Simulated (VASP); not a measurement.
# Sb (Fm-3m) in VASP: further runs, part 2 of 2

VASP 6.6.1.

### 3 Single point, PBEsol (volume scaled by 0.975)

The input, INCAR:

```
SYSTEM = Sb
PREC     = Accurate       ! precision mode
ENCUT    = 520            ! plane-wave cutoff, eV
EDIFF    = 1E-6           ! SCF threshold, eV
ISMEAR   = -1             ! smearing method
SIGMA    = 0.05           ! smearing width, eV
LREAL    = .FALSE.        ! projectors in reciprocal space
LASPH    = .TRUE.         ! aspherical terms in the spheres
NELM     = 80             ! most SCF steps
ALGO     = Normal         ! electronic algorithm
ISIF     = 2              ! what is computed and relaxed
LWAVE    = .FALSE.        ! write WAVECAR
LCHARG   = .FALSE.        ! write CHGCAR
GGA      = PS             ! functional
NBANDS   = 8              ! bands
```

The input, KPOINTS:

```
Automatic mesh
0
G
  12 12 12
  0 0 0
```

The input, POSCAR:

```
Sb
1.0
    0.0000000000      2.2856293363      2.2856293363
    2.2856293363      0.0000000000      2.2856293363
    2.2856293363      2.2856293363      0.0000000000
Sb
1
Direct
    0.0000000000      0.0000000000      0.0000000000
```

Potentials or basis: VASP PAW PBE potentials, release 64 (Sb).

The run is started by

```console
> cat potpaw_PBE.64/Sb/POTCAR > POTCAR
> mpirun -np 1 vasp_std > vasp.out
```

OUTCAR:

```text
SYSTEM = Sb
   PREC = Accurate
   ENCUT = 520
   EDIFF = 1E-6
   ISMEAR = -1
   LREAL = .FALSE.
   LASPH = .TRUE.
   NELM = 80
   ISIF = 2
   GGA = PS

 ion  position               nearest neighbor table
   1  0.000  0.000  0.000-

  LATTYP: Found a face centered cubic cell.
 ALAT       =     4.5712586726

  Lattice vectors:

 A1 = (   0.0000000000,   2.2856293363,   2.2856293363)
 A2 = (   2.2856293363,   0.0000000000,   2.2856293363)
 A3 = (   2.2856293363,   2.2856293363,   0.0000000000)

Analysis of symmetry for initial positions (statically):
=====================================================================
 Subroutine PRICEL returns:
 Original cell was already a primitive cell.

 Routine SETGRP: Setting up the symmetry group for a
 face centered cubic supercell.

 Subroutine GETGRP returns: Found 48 space group operations
 (whereof 48 operations were pure point group operations)
 out of a pool of 48 trial point group operations.

The static configuration has the point symmetry O_h .

Analysis of symmetry for dynamics (positions and initial velocities):
=====================================================================
[... 152 lines left out ...]

  energy without entropy =       -4.24052902  energy(sigma->0) =       -4.24332275

 E-fermi :  10.0944     XC(G=0): -10.8609

 val. band max:        9.9744918552   @ k =   0.5000   0.4167   0.0833
 cond. band min:      10.0945129378   @ k =   0.4167   0.3333   0.0000
 fundamental gap:      0.1200210826
 Fermi energy:        10.0944343259

 k-point     1 :       0.0000    0.0000    0.0000
  band No.  band energies     occupation
      1      -3.9178      2.00000
      2      16.2701      0.00000
      3      16.2701      0.00000
      4      16.2701      0.00000
      5      20.2526      0.00000
      6      20.4322      0.00000
      7      20.4322      0.00000
      8      20.4322      0.00000
[... 243 lines left out ...]
 k-point    24 :      -0.4167    0.1667    0.0000
  band No.  band energies     occupation
      1       0.9165      2.00000
      2       4.1089      2.00000
      3      10.6437      0.00003
      4      13.2766      0.00000
      5      16.9304      0.00000
      6      21.2107      0.00000
      7      21.5979      0.00000
      8      24.6188      0.00000

 [... further k-points ...]
[... 5 lines left out ...]
  --------------------------------------------------------------------------------------
  -------------------------------------------------------------------------------------
  Total        1.1272609      1.1272609      1.1272609     -0.0000000      0.0000000     -0.0000000
  in kB       75.6288752     75.6288752     75.6288752     -0.0000000      0.0000000     -0.0000000
  external PRESSURE =      75.6288752 kB  Pullay stress =       0.0000000 kB

 VOLUME and BASIS-vectors are now :
 -----------------------------------------------------------------------------
  energy-cutoff  :      520.00
  volume of cell :       23.88
      direct lattice vectors                 reciprocal lattice vectors
     0.000000000  2.285629336  2.285629336    -0.218758130  0.218758130  0.218758130
     2.285629336  0.000000000  2.285629336     0.218758130 -0.218758130  0.218758130
     2.285629336  2.285629336  0.000000000     0.218758130  0.218758130 -0.218758130

 POSITION                                       TOTAL-FORCE (eV/Angst)
 -----------------------------------------------------------------------------------
      0.00000      0.00000      0.00000        -0.000000      0.000000      0.000000
 -----------------------------------------------------------------------------------
    total drift:                                0.000000      0.000000      0.000000

  FREE ENERGIE OF THE ION-ELECTRON SYSTEM (eV)
  ---------------------------------------------------
  free  energy   TOTEN  =        -4.2461164914 eV

  energy  without entropy=       -4.2405290182  energy(sigma->0) =       -4.24332275
```

Wall time 18 s (1 thread of AMD EPYC 7R13, shared host); peak memory 0.11 GiB.

Results:

```
Free energy : -4.2461 eV
Pressure    : 7.6 GPa
```

Caveat: the PAW data sets were made with another functional, which shifts forces and pressure a little; spin-orbit coupling is left out, which moves the levels of the heavy elements.

### 4 Single point, PBEsol (volume scaled by 1.025)

The input, INCAR:

```
SYSTEM = Sb
PREC     = Accurate       ! precision mode
ENCUT    = 520            ! plane-wave cutoff, eV
EDIFF    = 1E-7           ! SCF threshold, eV
ISMEAR   = -1             ! smearing method
SIGMA    = 0.05           ! smearing width, eV
LREAL    = .False.        ! projectors in reciprocal space
LASPH    = .True.         ! aspherical terms in the spheres
NELM     = 100            ! most SCF steps
ALGO     = Normal         ! electronic algorithm
ISIF     = 2              ! what is computed and relaxed
LWAVE    = .False.        ! write WAVECAR
LCHARG   = .True.         ! write CHGCAR
GGA      = PS             ! functional
LELF     = .True.         ! ELF
LVHAR    = .True.       
NBANDS   = 8              ! bands
```

The input, KPOINTS:

```
Automatic mesh
0
Gamma
  12 12 12
  0 0 0
```

The input, POSCAR:

```
Sb
1.0
    0.0000000000      2.3240504507      2.3240504507
    2.3240504507      0.0000000000      2.3240504507
    2.3240504507      2.3240504507      0.0000000000
Sb
1
Direct
    0.0000000000      0.0000000000      0.0000000000
```

The run is started by

```console
> cat potpaw_PBE.64/Sb/POTCAR > POTCAR
> mpirun -np 1 vasp_std > vasp.out
```

It took 25 s on 1 thread of AMD EPYC 7R13, shared host; peak memory 0.11 GiB.

It converged, with:

```
Free energy : -4.2862 eV
Pressure    : 3.2 GPa
```

Levels at points of the mesh, in eV from the Fermi level:
```tsv
k point	band 1	band 2	band 3	band 4	band 5	band 6
(0.00, 0.00, 0.00)	-13.56	5.80	5.80	5.80	10.18	10.18
(0.50, 0.00, 0.00)	-9.40	-6.34	3.93	3.93	8.61	9.26
(0.50, 0.50, 0.00)	-7.57	-5.36	0.34	0.34	4.15	4.55
```

Caveat: the PAW data sets were made with another functional, which shifts forces and pressure a little; spin-orbit coupling is left out, which moves the levels of the heavy elements.

### 5 Single point, PBEsol (volume scaled by 1.05)

The input, INCAR:

```
PREC     = Accurate       # precision mode
ENCUT    = 520            # plane-wave cutoff, eV
EDIFF    = 1E-6           # SCF threshold, eV
ISMEAR   = -1             # smearing method
SIGMA    = 0.05           # smearing width, eV
LREAL    = False          # projectors in reciprocal space
LASPH    = True           # aspherical terms in the spheres
NELM     = 60             # most SCF steps
ALGO     = Normal         # electronic algorithm
ISIF     = 2              # what is computed and relaxed
LWAVE    = False          # write WAVECAR
LCHARG   = False          # write CHGCAR
GGA      = PS             # functional
NBANDS   = 8              # bands
```

The input, KPOINTS:

```
Automatic mesh
0
Gamma
  12 12 12
```

The input, POSCAR:

```
Sb
1.0
    0.0000000000      2.3427936025      2.3427936025
    2.3427936025      0.0000000000      2.3427936025
    2.3427936025      2.3427936025      0.0000000000
Sb
1
Direct
    0.0000000000      0.0000000000      0.0000000000
```

The run is started by

```console
> cat potpaw_PBE.64/Sb/POTCAR > POTCAR
> mpirun -np 1 vasp_std > vasp.out
```

It took 29 s on 1 thread of AMD EPYC 7R13, shared host; peak memory 0.13 GiB.

It converged, with:

| Item | Value |
| --- | --- |
| Free energy | -4.2949 eV |
| Pressure | 1.4 GPa |

Levels at points of the mesh, in eV from the Fermi level:
| k point | band 1 | band 2 | band 3 | band 4 | band 5 | band 6 | band 7 |
| --- | --- | --- | --- | --- | --- | --- | --- |
| (0.00, 0.00, 0.00) | -13.34 | 5.63 | 5.63 | 5.63 | 10.11 | 10.11 | 10.11 |
| (0.50, 0.00, 0.00) | -9.32 | -6.16 | 3.82 | 3.82 | 8.45 | 9.21 | 9.21 |
| (0.50, 0.50, 0.00) | -7.57 | -5.21 | 0.35 | 0.35 | 4.14 | 4.57 | 17.90 |

Caveat: the PAW data sets were made with another functional, which shifts forces and pressure a little; spin-orbit coupling is left out, which moves the levels of the heavy elements.

### 6 Single point, PBEsol (volume scaled by 0.94)

The input, INCAR:

```
PREC = Accurate ; ENCUT = 520
EDIFF = 1E-7 ; ISMEAR = -1
SIGMA = 0.05 ; LREAL = False
LASPH = True ; NELM = 100
ALGO = Normal ; ISIF = 2
LWAVE = False ; LCHARG = False
GGA = PS ; NBANDS = 8
```

KPOINTS is that of step 5.

The input, POSCAR:

```
Sb
1.0
    0.0000000000      2.2579459806      2.2579459806
    2.2579459806      0.0000000000      2.2579459806
    2.2579459806      2.2579459806      0.0000000000
Sb
1
Direct
    0.0000000000      0.0000000000      0.0000000000
```

Potentials or basis: VASP PAW PBE potentials, release 64 (Sb).

The run is started by

```console
> cat potpaw_PBE.64/Sb/POTCAR > POTCAR
> mpirun -np 1 vasp_std > vasp.out
```

It took 4.8 s on 1 thread of Intel Xeon 6975P-C, shared host; peak memory 0.14 GiB.

The run converged. Its results:

```
Free energy : -4.1953 eV
Pressure    : 11.5 GPa
```

Levels at points of the mesh, in eV from the Fermi level:
```csv
k point,band 1,band 2,band 3,band 4,band 5
"(0.00, 0.00, 0.00)",-14.35,6.47,6.47,6.47,10.13
"(0.50, 0.00, 0.00)",-9.66,-6.97,4.36,4.36,9.22
"(0.50, 0.50, 0.00)",-7.55,-5.90,0.33,0.33,4.26
```

Caveat: the PAW data sets were made with another functional, which shifts forces and pressure a little; spin-orbit coupling is left out, which moves the levels of the heavy elements.

### 7 Overview

```tsv
cell	gap on the mesh (eV)	pressure (GPa)
a = 3.205 Å, angles 60.0°, 1 atom	none	10.3
a = 3.232 Å, angles 60.0°, 1 atom	none	7.6
a = 3.287 Å, angles 60.0°, 1 atom	none	3.2
a = 3.313 Å, angles 60.0°, 1 atom	none	1.4
a = 3.193 Å, angles 60.0°, 1 atom	none	11.5
```

Alike in all rows: task single point; level PBEsol; potentials or basis VASP PAW PBE potentials, release 64 (Sb); no spin polarisation; k mesh 12 × 12 × 12; cutoff (eV) 520; smearing fermi-dirac 0.05 eV.

Caveats: the PAW data sets were made with another functional, which shifts forces and pressure a little; spin-orbit coupling is left out, which moves the levels of the heavy elements.

Total energies depend on the potentials used, so only differences within one code and one set of settings carry meaning.
